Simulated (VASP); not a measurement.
Write the native input for VASP 6.6.1 that does the following.

* Task: single point
* Functional: r2SCAN
* Potentials or basis: VASP PAW PBE potentials, release 64 (Al, N)
* Cutoff: 520 eV
* k mesh: 12 × 12 × 6
* Occupations: gaussian, width 0.05 eV
* Spin: no spin polarisation
* Dipole correction: no
* Further INCAR settings: ALGO = Normal; EDIFF = 1e-06; NBANDS = 16

The system is AlN.

```
Al N
1.0
     3.26655    0.00000    0.00000
    -1.63328    2.82892    0.00000
     0.00000    0.00000    4.72910
Al N
2 2
Direct
  0.33333 0.66667 0.00000
  0.66667 0.33333 0.50000
  0.33333 0.66667 0.38500
  0.66667 0.33333 0.88500
```

This cell differs from its parent crystal: strain +0.050 along x and y, -0.050 along z.

The input as run:

POSCAR

```
AlN
1.0
    3.2665522592      0.0000000000      0.0000000000
   -1.6332761296      2.8289172392      0.0000000000
    0.0000000000      0.0000000000      4.7291000000
Al N
2 2
Direct
    0.3333333333      0.6666666667      0.0000000000
    0.6666666667      0.3333333333      0.5000000000
    0.3333333333      0.6666666667      0.3850000000
    0.6666666667      0.3333333333      0.8850000000
```

INCAR.step1

```
ALGO = Normal
EDIFF = 1E-4
ENCUT = 520
GGA = PE
ISMEAR = 0
LASPH = T
LCHARG = F
LREAL = F
LWAVE = T
NBANDS = 16
NELM = 80
PREC = Accurate
SIGMA = 0.05
```

INCAR.step2

```
ALGO = Normal
EDIFF = 1E-6
ENCUT = 520
ISIF = 2
ISMEAR = 0
ISTART = 1
LASPH = T
LCHARG = F
LMIXTAU = T
LREAL = F
LWAVE = F
METAGGA = R2SCAN
NBANDS = 16
NELM = 80
PREC = Accurate
SIGMA = 0.05
```

KPOINTS

```
k-points
0
Gamma
  12 12 6
```

Potentials or basis: VASP PAW PBE potentials, release 64 (Al, N).

The run is started by

```console
$ cat potpaw_PBE.64/Al/POTCAR potpaw_PBE.64/N/POTCAR > POTCAR
$ cp INCAR.step1 INCAR
$ mpirun -np 1 vasp_std > vasp.out
$ cp INCAR.step2 INCAR
$ mpirun -np 1 vasp_std > vasp.out
```

It gave:

- Pressure: -8.8 GPa
- Largest force: 1.145 eV/Å
- Band gap on the k mesh: 4.14 eV

Caveat: the cell differs from its parent crystal (strain +0.050 along x and y, -0.050 along z); the cell stands under tension; the PAW data sets were made with another functional, which shifts forces and pressure a little.

It took 3.6 min on 1 thread of Intel Xeon 8259CL (shared host), peak memory 0.18 GiB.
